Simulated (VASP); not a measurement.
## Lu: single point with BLYP

Crystal: Lu.

```
Lu
1.0
     3.49024    0.00000    0.00000
    -1.74512    3.02264    0.00000
     0.00000    0.00000    5.43285
Lu
2
Cartesian
  0.0000 2.0151 1.3582
  1.7451 1.0075 4.0746
```

This cell differs from its parent crystal: volume scaled by 0.96.

```json
{
  "Program": "VASP 6.6.1",
  "Task": "single point",
  "Functional": "BLYP",
  "Potentials or basis": "VASP PAW PBE potentials, release 64 (Lu)",
  "Cutoff": "520 eV",
  "k mesh": "17 × 17 × 10",
  "Occupations": "fermi-dirac, width 0.1 eV",
  "Spin": "no spin polarisation"
}
```

| Quantity | Value |
| --- | --- |
| Pressure | 2.1 GPa |
| Band gap on the k mesh | zero (band 25 reaches 3.96 eV, above the bottom of band 26 at 2.19 eV) |

Levels at points of the mesh, in eV from the Fermi level:
| k point | band 21 | band 22 | band 23 | band 24 | band 25 | band 26 | band 27 | band 28 | band 29 | band 30 |
| --- | --- | --- | --- | --- | --- | --- | --- | --- | --- | --- |
| (0.00, 0.00, 0.00) | -4.94 | -4.92 | -4.91 | -2.40 | 0.94 | 2.06 | 2.06 | 2.52 | 2.80 | 2.80 |
| (0.00, 0.00, 0.50) | -4.91 | -4.91 | -4.25 | -4.25 | 1.18 | 1.18 | 1.95 | 1.95 | 1.95 | 1.95 |

It took 4.6 min on 1 thread of Oxide Virtual Turin-like Processor, with other jobs on the host, peak memory 0.37 GiB.

Caveat: the PAW data sets were made with another functional, which shifts forces and pressure a little; spin-orbit coupling is left out, which moves the levels of the heavy elements.
